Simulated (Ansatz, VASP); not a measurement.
## MnV: VASP beside Ansatz

```
Mn V
1.0
     2.90000    0.00000    0.00000
     0.00000    2.90000    0.00000
     0.00000    0.00000    2.90000
Mn V
1 1
Direct
  0.00000 0.00000 0.00000
  0.50000 0.50000 0.50000
```

Alike in both runs: task single point; functional LDA; k mesh 11 × 11 × 11; occupations fermi-dirac, width 0.05 eV; no spin polarisation.

|  | VASP | Ansatz |
| --- | --- | --- |
| version | VASP 6.6.1 | Ansatz 0.2.0 |
| potentials or method | VASP PAW LDA potentials, release 64 (Mn_pv, V_sv) | PAW with Ansatz's default frozen-core files, scalar-relativistic |
| plane-wave cutoff (eV) | 520 | 420 |
| valence electrons in the cell | 26 | 28 |

Ansatz gave:

| Item | Value |
| --- | --- |
| pressure (GPa) | -21.9 |

Problem. What did VASP give for the same quantities?

Solution. Pressure (GPa): -21.6.

LDA's correlation is that of Perdew and Zunger in VASP and of Perdew and Wang (1992) in Ansatz. VASP's potentials hold 26 valence electrons a cell and Ansatz's 28, so a difference there can come from the potentials and not from the codes.
